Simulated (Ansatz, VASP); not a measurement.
# One calculation of BaTiO3, two programs

```
Ba Ti O
1.0
    -3.98949   -2.83974    2.84800
     0.00000    0.00000    5.69599
    -3.98949    2.83974    2.84800
Ba Ti O
2 2 6
Direct
  0.00000 0.00000 0.00000
  0.50000 0.50000 0.50000
  0.25000 0.26240 0.25000
  0.75000 0.76240 0.75000
  0.00000 0.48740 0.00000
  0.50000 0.98740 0.50000
  0.49330 0.49854 0.00670
  0.99330 0.99854 0.50670
  0.00670 0.49854 0.49330
  0.50670 0.99854 0.99330
```

Alike in both runs: task single point; functional PBE; k mesh 4 × 4 × 4; occupations gaussian, width 0.1208 eV; collinear spin; Hubbard terms Ti d U = 4.06 eV.

|  | VASP | Ansatz |
| --- | --- | --- |
| version | VASP 6.6.1 | Ansatz 0.2.0 |
| potentials or method | VASP PAW PBE potentials, release 64 (Ba_sv, Ti_sv, O), cutoff 520 eV | PAW plane waves |
| valence electrons in the cell | 80 | 80 |

|  | VASP | Ansatz | Ansatz less VASP |
| --- | --- | --- | --- |
| gap on the k mesh at the Fermi level (eV) | 2.31 | 2.35 | +0.046 |
| pressure (GPa) | 6.8 | 3.1 | -3.70 |
| traceless stress, the component that is largest in VASP (GPa) | -0.39 | -0.38 | +0.017 |
| rms of the force components (eV/Å) | 0.171 | 0.099 | -0.0720 |

The programs project onto different local orbitals, so the same U acts differently, and such runs can settle in different states. Atom by atom the forces differ by 0.139 eV/Å (rms over components). Ansatz's warnings: no starting moments.

Spin-orbit coupling is off throughout.
